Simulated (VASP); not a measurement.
LiBr, 2 atoms in the cell. It takes space group I4/mmm (No. 139, tetragonal). Conventional cell: a = 3.890 Å, b = 3.890 Å, c = 5.556 Å, α = 90.00°, β = 90.00°, γ = 90.00°. Li (site symmetry 4/mmm) has 6 Br at 2.75 to 2.78 Å within 3.6 Å. Br (site symmetry 4/mmm) has 6 Li at 2.75 to 2.78 Å within 3.6 Å. 

- Program: VASP 6.6.1
- Task: single point
- Functional: r2SCAN
- Potentials or basis: VASP PAW PBE potentials, release 64 (Li_sv, Br)
- Cutoff: 830 eV
- k mesh: 6 × 6 × 6
- Occupations: fermi-dirac, width 0.05 eV
- Spin: no spin polarisation
- Dipole correction: no
- Further INCAR settings: ALGO = Normal; EDIFF = 1e-06; NBANDS = 12

Potentials or basis: VASP PAW PBE potentials, release 64 (Li_sv, Br).

Launch:

```bash
$ cat potpaw_PBE.64/Li_sv/POTCAR potpaw_PBE.64/Br/POTCAR > POTCAR
$ cp INCAR.step1 INCAR
$ mpirun -np 1 vasp_std > vasp.out
$ cp INCAR.step2 INCAR
$ mpirun -np 1 vasp_std > vasp.out
```

Hardware: 1 thread of Intel(R) Xeon(R) Platinum 8375C CPU @ 2.90GHz (Ice Lake), on a shared host.

Problem. Estimate the wall time of this run.

Solution. It took 2.1 min on 1 thread of Intel(R) Xeon(R) Platinum 8375C CPU @ 2.90GHz (Ice Lake), with other jobs on the host, peak memory 0.26 GiB. Counts: k points 30.
